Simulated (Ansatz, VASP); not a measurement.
## SiNi2: VASP beside Ansatz

The input POSCAR:

```
SiNi2
1.0
    3.9856318685      0.0000000000      0.0000000000
   -1.9928159342      3.4516584482      0.0000000000
    0.0000000000      0.0000000000      4.7790068355
Si Ni
2 4
Direct
    0.3333333333      0.6666666667      0.7500000000
    0.6666666667      0.3333333333      0.2500000000
    0.0000000000      0.0000000000      0.0000000000
    0.0000000000      0.0000000000      0.5000000000
    0.3333333333      0.6666666667      0.2500000000
    0.6666666667      0.3333333333      0.7500000000
```

File INCAR.step1:

```
SYSTEM = SiNi2
PREC = Accurate
ENCUT = 520
ISMEAR = 0
SIGMA = 0.15
LREAL = .False.
LASPH = .True.
NELM = 100
NBANDS = 33
GGA = PE
ALGO = Normal
EDIFF = 1E-4
LWAVE = .True.
LCHARG = .False.
```

File INCAR.step2:

```
SYSTEM = SiNi2
PREC = Accurate
ENCUT = 520
EDIFF = 1E-6
ISMEAR = 0
SIGMA = 0.15
LREAL = .False.
LASPH = .True.
NELM = 100
ALGO = Normal
ISIF = 2
LWAVE = .False.
LCHARG = .False.
METAGGA = R2SCAN
LMIXTAU = .True.
NBANDS = 33
ISTART = 1
```

Contents of KPOINTS:

```
regular mesh
0
Gamma
  12 12 10
  0 0 0
```

Input for Ansatz:

```yaml
crystal:
  lattice:
    - [3.9856318685, 0.0, 0.0]
    - [-1.9928159342, 3.4516584482, 0.0]
    - [0.0, 0.0, 4.7790068355]
  atoms:
    - { symbol: Si, position: [0.3333333333, 0.6666666667, 0.75] }
    - { symbol: Si, position: [0.6666666667, 0.3333333333, 0.25] }
    - { symbol: Ni, position: [0.0, 0.0, 0.0] }
    - { symbol: Ni, position: [0.0, 0.0, 0.5] }
    - { symbol: Ni, position: [0.3333333333, 0.6666666667, 0.25] }
    - { symbol: Ni, position: [0.6666666667, 0.3333333333, 0.75] }
basis:
  ecutwfc: 500
kpoints:
  mp_grid: { grid: [12, 12, 10] }
hamiltonian:
  xc: r2scan
scf:
  occupations: { method: gaussian, width: 0.15 }
output:
  forces: true
  stress: true
  eigenvalues: true
```

Change from the starting cell: strain +0.030 along x and y, -0.030 along z, atoms carried along.

Alike in both runs: task single point; functional r2SCAN; k mesh 12 × 12 × 10; occupations gaussian, width 0.15 eV; no spin polarisation.

|  | VASP | Ansatz |
| --- | --- | --- |
| version | VASP 6.6.1 | Ansatz 0.2.0 |
| potentials or method | VASP PAW PBE potentials, release 64 (Si, Ni), cutoff 520 eV | scalar-relativistic, plane waves, PAW |
| valence electrons in the cell | 48 | 80 |

|  | VASP | Ansatz | Ansatz less VASP |
| --- | --- | --- | --- |
| gap on the k mesh at the Fermi level (eV) | none | none | - |
| pressure (GPa) | -6.2 | -6.5 | -0.30 |
| traceless stress, the component that is largest in VASP (GPa) | 12.00 | 12.08 | +0.081 |

VASP's potentials were made for PBE, not for r2SCAN. A gap of «none» marks a metal or a gap that the smearing closes. The functional is the same, so the differences come from potentials, cutoffs and numerics. VASP's potentials hold 48 valence electrons a cell and Ansatz's 80, so a difference there can come from the potentials and not from the codes.
